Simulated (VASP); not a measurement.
Here is a VASP 6.6.1 calculation.

The input INCAR:

```
SYSTEM = SiW12
PREC     = Accurate       ! precision mode
ENCUT    = 520            ! plane-wave cutoff, eV
EDIFF    = 1E-6           ! SCF threshold, eV
ISMEAR   = 0              ! smearing method
SIGMA    = 0.1            ! smearing width, eV
LREAL    = .False.        ! projectors in reciprocal space
LASPH    = .True.         ! aspherical terms in the spheres
NELM     = 100            ! most SCF steps
ALGO     = Normal         ! electronic algorithm
ISIF     = 2              ! what is computed and relaxed
LWAVE    = .False.        ! write WAVECAR
LCHARG   = .False.        ! write CHGCAR
LDIPOL   = .True.       
IDIPOL   = 3            
DIPOL    = 0.5 0.5 0.300
GGA      = PE             ! functional
IVDW     = 12             ! dispersion correction
NBANDS   = 98             ! bands
```

KPOINTS

```
regular mesh
0
Gamma
  5 5 1
  0 0 0
```

POSCAR

```
SiW12
1.0
    5.6644156868      0.0000000000      0.0000000000
    0.0000000000      5.6644156868      0.0000000000
    0.0000000000      0.0000000000     21.1500668291
W Si
12 1
Direct
    0.2500000000      0.2500000000      0.1891246979
    0.2500000000      0.7500000000      0.1891246979
    0.7500000000      0.2500000000      0.1891246979
    0.7500000000      0.7500000000      0.1891246979
    0.0000000000      0.0000000000      0.2848852803
    0.0000000000      0.5000000000      0.2848852803
    0.5000000000      0.0000000000      0.2848852803
    0.5000000000      0.5000000000      0.2848852803
    0.2500000000      0.2500000000      0.3806166143
    0.2500000000      0.7500000000      0.3806166143
    0.7500000000      0.2500000000      0.3806166143
    0.7500000000      0.7500000000      0.3806166143
    0.2500000000      0.3333333333      0.4846351982
```

Potentials or basis: VASP PAW PBE potentials, release 64 (W_sv, Si).

Launch:

```bash
$ cat potpaw_PBE.64/W_sv/POTCAR potpaw_PBE.64/Si/POTCAR > POTCAR
$ mpirun -np 1 vasp_std > vasp.out
```

**Question.** Estimate the largest force.

**Answer.** 1.710 eV/Å.

**Question.** What does it give for the dispersion energy per atom?

**Answer.** -0.403 eV.

**Question.** What does it give for the band gap on the k mesh?

**Answer.** Zero (band 86 reaches 0.27 eV, above the bottom of band 87 at -0.05 eV).

Forces in eV/Å, atoms in the order of the input:
```
W    0.000 -0.068  0.258
W    0.000  0.048  0.035
W    0.000  0.089  0.009
W    0.000 -0.057 -0.021
W   -0.176 -0.213 -0.202
W   -0.333  0.272 -0.297
W    0.176 -0.213 -0.202
W    0.333  0.272 -0.297
W    0.000 -0.550 -1.619
W    0.000 -0.331  0.452
W    0.000  0.095  0.338
W    0.000 -0.124  0.050
Si   0.000  0.780  1.496
```

Caveat: spin-orbit coupling is left out, which moves the levels of the heavy elements.
